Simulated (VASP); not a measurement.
# C in VASP: further runs

Runs on C. Level: PBEsol. Tasks: single point.

Program: VASP 6.6.1. These are calculated values, not measurements. Logs are shortened: lines on timing, memory, paths and dates and some standing lists are left out, and cuts for length are marked.

## (1) The cell of the first run

The cell holds a slab with vacuum, 20 atoms: a = 2.459 Å, b = 8.523 Å, c = 22.993 Å, α = 90.00°, β = 90.00°, γ = 90.00°.

## (2) Single point, PBEsol

File INCAR:

```
SYSTEM = C
  ALGO = Normal
  DIPOL = 0.5 0.5 0.497
  EDIFF = 1E-6
  ENCUT = 520
  GGA = PS
  IDIPOL = 3
  ISIF = 2
  ISMEAR = 0
  LASPH = .True.
  LCHARG = .False.
  LDIPOL = .True.
  LREAL = Auto
  LWAVE = .False.
  NBANDS = 56
  NELM = 80
  PREC = Accurate
  SIGMA = 0.05
```

File KPOINTS:

```
k-points
0
Gamma
  11 3 1
  0 0 0
```

File POSCAR:

```
C
1.0
    2.4588524194      0.0000000000      0.0000000000
    0.0000000000      8.5229584556      0.0000000000
    0.0000000000      0.0000000000     22.9926195209
C
20
Direct
    0.5000000000      0.1664646120      0.3261916283
    0.5000000000      0.6664646120      0.3261916283
    0.0000000000      0.2080641440      0.3529226145
    0.0000000000      0.7080641440      0.3529226145
    0.0000000000      0.2913075307      0.4064130676
    0.0000000000      0.7913075307      0.4064130676
    0.5000000000      0.3329070627      0.4331440538
    0.5000000000      0.8329070627      0.4331440538
    0.5000000000      0.4212686561      0.4858552048
    0.5000000000      0.9212686561      0.4858552048
    0.0000000000      0.4665244643      0.5115623947
    0.0000000000      0.9665244643      0.5115623947
    0.0000000000      0.5608846750      0.5629993595
    0.0000000000      0.0608846750      0.5629993595
    0.5000000000      0.6081352137      0.5876881517
    0.5000000000      0.1081352137      0.5876881517
    0.5000000000      0.7097394441      0.6392516160
    0.5000000000      0.2097394441      0.6392516160
    0.0000000000      0.7540475654      0.6604626492
    0.0000000000      0.2540475654      0.6604626492
```

Potentials or basis: VASP PAW PBE potentials, release 64 (C).

On the command line:

```
> cat potpaw_PBE.64/C/POTCAR > POTCAR
> mpirun -np 1 vasp_std > vasp.out
```

OUTCAR:

```text
SYSTEM = C
   EDIFF = 1E-6
   ENCUT = 520
   GGA = PS
   ISIF = 2
   ISMEAR = 0
   LASPH = .True.
   LREAL = Auto
   NELM = 80
   PREC = Accurate

 ion  position               nearest neighbor table
   1  0.500  0.166  0.326-   3 1.42   3 1.42
   2  0.500  0.666  0.326-   4 1.42   4 1.42
   3  0.000  0.208  0.353-   1 1.42   1 1.42   5 1.42
   4  0.000  0.708  0.353-   2 1.42   2 1.42   6 1.42
   5  0.000  0.291  0.406-   7 1.42   7 1.42   3 1.42
   6  0.000  0.791  0.406-   8 1.42   8 1.42   4 1.42
   7  0.500  0.333  0.433-   5 1.42   5 1.42   9 1.43
   8  0.500  0.833  0.433-   6 1.42   6 1.42  10 1.43
[... 8 lines left out ...]
  17  0.500  0.710  0.639-  19 1.38  19 1.38  15 1.47
[... 11 lines left out ...]
 A1 = (   2.4588524194,   0.0000000000,   0.0000000000)
 A2 = (   0.0000000000,   8.5229584556,   0.0000000000)
 A3 = (   0.0000000000,   0.0000000000,  22.9926195209)

Analysis of symmetry for initial positions (statically):
=====================================================================
 Subroutine PRICEL returns following result:

  LATTYP: Found a simple orthorhombic cell.
 ALAT       =     2.4588524194
 B/A-ratio  =     1.7331171217
 C/A-ratio  =     9.3509554862

  Lattice vectors:

 A1 = (   2.4588524194,   0.0000000000,   0.0000000000)
 A2 = (   0.0000000000,   4.2614792278,   0.0000000000)
 A3 = (   0.0000000000,   0.0000000000,  22.9926195209)

   2 primitive cells build up your supercell.

 Routine SETGRP: Setting up the symmetry group for a
 simple orthorhombic supercell.

 Subroutine GETGRP returns: Found  2 space group operations
 (whereof  2 operations were pure point group operations)
 out of a pool of  8 trial point group operations.

The static configuration has the point symmetry C_1h.

Analysis of symmetry for dynamics (positions and initial velocities):
=====================================================================
 Subroutine PRICEL returns following result:

  LATTYP: Found a simple orthorhombic cell.
 ALAT       =     2.4588524194
 B/A-ratio  =     1.7331171217
 C/A-ratio  =     9.3509554862

  Lattice vectors:

 A1 = (   2.4588524194,   0.0000000000,   0.0000000000)
 A2 = (   0.0000000000,   4.2614792278,   0.0000000000)
 A3 = (   0.0000000000,   0.0000000000,  22.9926195209)

   2 primitive cells build up your supercell.

[... 118 lines left out ...]
   POTIM  = 0.5000    time-step for ionic-motion
   TEBEG  =    0.0;   TEEND  =   0.0 temperature during run
   PSTRESS=    0.0 pullay stress
   NELECT =      80.0000    total number of electrons
   NUPDOWN=      -1.0000    fix difference up-down
   EMIN   =  10.00;   EMAX   =-10.00  energy-range for DOS
   EFERMI =   0.00;   METHOD = LEGACY
   ISMEAR =     0;   SIGMA  =   0.05  broadening in eV -4-tet -1-fermi 0-gaus
   EFERMI_NEDOS =   21; number of points for ismear=-14 and -15
   IALGO  =     38    algorithm
   IMIX   =      4    mixing-type and parameters
     AMIX     =   0.40;   BMIX     =  1.00
     AMIX_MAG =   1.60;   BMIX_MAG =  1.00
  volume/ion in A,a.u.               =      24.09       162.58
  Fermi-wavevector in a.u.,A,eV,Ry     =   0.899776  1.700330 11.015233  0.809597
  Thomas-Fermi vector in A             =   2.022652
   LORBIT       =      0    0 simple, 1 ext, 2 COOP (PROOUT), +10 PAW based schemes
   GGA     = PS    functional components
   LHFCALC =     F    Hartree Fock is set to
   AEXX    =    0.0000 exact exchange contribution
   IVDW    =     0    specifies the selected vdW correction
   LEPSILON=     F    determine dielectric tensor
   LRPA    =     F    only Hartree local field effects (RPA)
 non-spin polarized calculation
 Gauss-broadening in eV      SIGMA  =   0.05
  energy-cutoff  :      520.00
  volume of cell :      481.85
 maximum number of plane-waves:     13059
   NGX =  9   NGY = 31   NGZ = 85

 dipolmoment           0.000000      0.000000      0.030635 electrons x Angstroem

 number of electron      80.0000018 magnetization

 dipolmoment           0.000000      0.000000     -0.066935 electrons x Angstroem

 Free energy of the ion-electron system (eV)
  ---------------------------------------------------
  ext. energy  EPLUGINS =         0.00000000
  ---------------------------------------------------
  free energy    TOTEN  =      -179.08873839 eV

  energy without entropy =     -179.06412200  energy(sigma->0) =     -179.07643020

 E-fermi :  -2.2314     XC(G=0):  -4.5745

 val. band max:       -2.2356203409   @ k =   0.1818   0.3333   0.0000
 cond. band min:      -2.2288967214   @ k =   0.0909   0.0000   0.0000
 fundamental gap:      0.0067236196
 Fermi energy:        -2.2313542046

 k-point     1 :       0.0000    0.0000    0.0000
  band No.  band energies     occupation
      1     -21.5716      2.00000
      2     -21.4134      2.00000
      3     -20.8318      2.00000
      4     -20.7647      2.00000
      5     -19.7379      2.00000
      6     -19.7122      2.00000
[... 649 lines left out ...]
     51       1.1929      0.00000
     52       1.4931      0.00000
 [bands above 52 left out]

------------------------ aborting loop because EDIFF is reached ----------------------------------------

 vacuum level on the upper side and lower side of the slab       (xc-potential included)        -0.406         0.154

  FORCE on cell =-STRESS in cart. coord.  units (eV):
  Direction    XX          YY          ZZ          XY          YZ          ZX
  --------------------------------------------------------------------------------------
  -------------------------------------------------------------------------------------
  Total        5.5902446      0.1618295      0.0589589      0.0000000      0.5000482      0.0000000
  in kB       18.5878907      0.5380926      0.1960417      0.0000000      1.6626895      0.0000000
  external PRESSURE =       6.4406750 kB  Pullay stress =       0.0000000 kB

 VOLUME and BASIS-vectors are now :
 -----------------------------------------------------------------------------
  energy-cutoff  :      520.00
  volume of cell :      481.85
      direct lattice vectors                 reciprocal lattice vectors
     2.458852419  0.000000000  0.000000000     0.406693786  0.000000000  0.000000000
     0.000000000  8.522958456  0.000000000     0.000000000  0.117330151  0.000000000
     0.000000000  0.000000000 22.992619521     0.000000000  0.000000000  0.043492217

 POSITION                                       TOTAL-FORCE (eV/Angst)
 -----------------------------------------------------------------------------------
      1.22943      1.41877      7.50000         0.000000      0.934595      1.762504
      1.22943      5.68025      7.50000         0.000000      0.934595      1.762504
      0.00000      1.77332      8.11462        -0.000000     -1.468938     -2.618073
      0.00000      6.03480      8.11462         0.000000     -1.468938     -2.618073
      0.00000      2.48280      9.34450         0.000000      0.499120      0.998520
      0.00000      6.74428      9.34450         0.000000      0.499120      0.998520
[... 12 lines left out ...]
      0.00000      6.42672     15.18577         0.000000      0.038153      0.046123
      0.00000      2.16524     15.18577         0.000000      0.038153      0.046123
 -----------------------------------------------------------------------------------
    total drift:                                0.000000     -0.024009     -0.021600

  FREE ENERGIE OF THE ION-ELECTRON SYSTEM (eV)
  ---------------------------------------------------
  free  energy   TOTEN  =      -179.0887383858 eV

  energy  without entropy=     -179.0641220043  energy(sigma->0) =     -179.07643020

 vacuum level on the upper side and lower side of the slab         3.479         4.051
```

OSZICAR:

```text
N       E                     dE             d eps       ncg     rms          rms(c)
DAV:   1     0.592914494876E+03    0.59291E+03   -0.33837E+04  1360   0.117E+03
DAV:   2    -0.105552895244E+03   -0.69847E+03   -0.67020E+03  1912   0.280E+02
DAV:   3    -0.188015137181E+03   -0.82462E+02   -0.81169E+02  1616   0.987E+01
[... 37 lines left out ...]
DAV:  41    -0.179088721812E+03   -0.72740E-05   -0.59529E-07  1088   0.313E-03    0.910E-03
DAV:  42    -0.179088730659E+03   -0.88477E-05   -0.62848E-06  1080   0.437E-03    0.477E-03
DAV:  43    -0.179088734129E+03   -0.34700E-05   -0.17338E-06  1104   0.499E-03    0.676E-03
DAV:  44    -0.179088736665E+03   -0.25353E-05   -0.61426E-07  1024   0.218E-03    0.547E-03
DAV:  45    -0.179088737906E+03   -0.12410E-05   -0.11702E-07  1000   0.110E-03    0.449E-03
DAV:  46    -0.179088738386E+03   -0.48031E-06   -0.25240E-07   968   0.187E-03
   1 F= -.17908874E+03 E0= -.17907643E+03  d E =-.246164E-01
```

Wall time 14 min (1 thread of Intel Xeon Platinum 8488C (Sapphire Rapids), shared host); peak memory 0.6 GiB.

What came out:

```
Free energy            : -179.0887 eV
Largest force          : 3.002 eV/Å
Band gap on the k mesh : zero (bands 40 and 41 overlap by 0.31 eV)
```

Forces on the atoms (eV/Å):
```
C    0.000  0.935  1.763
C    0.000  0.935  1.763
C    0.000 -1.469 -2.618
C    0.000 -1.469 -2.618
C    0.000  0.499  0.999
C    0.000  0.499  0.999
C    0.000  0.004 -0.192
C    0.000  0.004 -0.192
C    0.000  0.002  0.001
C    0.000  0.002  0.001
C    0.000 -0.005 -0.010
C    0.000 -0.005 -0.010
C    0.000 -0.011 -0.007
C    0.000 -0.011 -0.007
C    0.000 -0.010  0.006
C    0.000 -0.010  0.006
C    0.000  0.017  0.013
C    0.000  0.017  0.013
C    0.000  0.038  0.046
C    0.000  0.038  0.046
```

Levels at points of the mesh, in eV from the Fermi level:
```
           k point  band 35  band 36  band 37  band 38  band 39  band 40  band 41  band 42  band 43  band 44
(0.00, 0.00, 0.00)    -3.15    -3.12    -3.11    -2.36    -0.04     0.06     0.12     0.23     2.38     3.23
```

Caveat: the PAW data sets were made with another functional, which shifts forces and pressure a little.

## (3) Single point, PBEsol

File INCAR:

```
PREC = Accurate
ENCUT = 520
EDIFF = 1E-6
ISMEAR = 0
SIGMA = 0.05
LREAL = Auto
LASPH = True
NELM = 60
ALGO = Normal
ISIF = 2
LWAVE = False
LCHARG = True
LDIPOL = True
IDIPOL = 3
DIPOL = 0.5 0.5 0.497
GGA = PS
LELF = True
LVHAR = True
LVACPOTAV = True
NBANDS = 56
```

File KPOINTS:

```
Automatic mesh
0
Gamma
  11 3 1
```

File POSCAR:

```
C
1.0
    2.4588524194      0.0000000000      0.0000000000
    0.0000000000      8.5229584556      0.0000000000
    0.0000000000      0.0000000000     22.9926195209
C
20
Direct
    0.5000000000      0.1664646120      0.3261916283
    0.5000000000      0.6664646120      0.3261916283
    0.0000000000      0.2080641440      0.3529226145
    0.0000000000      0.7080641440      0.3529226145
    0.0000000000      0.2913075307      0.4064130676
    0.0000000000      0.7913075307      0.4064130676
    0.5000000000      0.3329070627      0.4331440538
    0.5000000000      0.8329070627      0.4331440538
    0.5000096544      0.4212007032      0.4858587889
    0.5000144761      0.9211439762      0.4858690511
   -0.0000001186      0.4664214429      0.5115651797
    0.0000227387      0.9662850511      0.5115919394
    0.0000064594      0.5608265904      0.5629895588
    0.0000074792      0.0604919427      0.5630662611
    0.4999969707      0.6081772491      0.5876434941
    0.5000152355      0.1077209041      0.5877454441
    0.5000515849      0.7103392923      0.6390956320
    0.4999751918      0.2095363388      0.6392907455
    0.0000483813      0.7547700867      0.6602574161
   -0.0000171448      0.2538363726      0.6604935502
```

Potentials or basis: VASP PAW PBE potentials, release 64 (C).

On the command line:

```
> cat potpaw_PBE.64/C/POTCAR > POTCAR
> mpirun -np 1 vasp_std > vasp.out
```

It took 16 min on 1 thread of Intel Xeon Platinum 8488C (Sapphire Rapids), shared host; peak memory 0.64 GiB.

Results (log left out):

| Quantity | Value |
| --- | --- |
| Free energy | -179.0887 eV |
| Largest force | 3.002 eV/Å |
| Band gap on the k mesh | zero (bands 40 and 41 overlap by 0.31 eV) |

Forces on the atoms (eV/Å):
```
C    0.000  0.935  1.762
C    0.000  0.935  1.762
C    0.000 -1.468 -2.618
C    0.000 -1.468 -2.618
C    0.000  0.499  0.997
C    0.000  0.500  0.997
C    0.000 -0.002 -0.198
C    0.000 -0.004 -0.200
C   -0.001  0.002  0.002
C    0.001 -0.001  0.004
C    0.001 -0.005 -0.005
C   -0.001 -0.004 -0.007
C   -0.001 -0.010 -0.007
C    0.001 -0.011 -0.012
C    0.002  0.012  0.023
C   -0.001  0.013  0.026
C   -0.001 -0.002  0.001
C    0.001  0.002  0.002
C    0.000  0.040  0.045
C   -0.001  0.036  0.044
```

Levels at points of the mesh, in eV from the Fermi level:
```tsv
k point	band 37	band 38	band 39	band 40	band 41	band 42	band 43	band 44
(0.00, 0.00, 0.00)	-3.11	-2.36	-0.04	0.06	0.12	0.23	2.38	3.23
```

Caveat: the PAW data sets were made with another functional, which shifts forces and pressure a little.
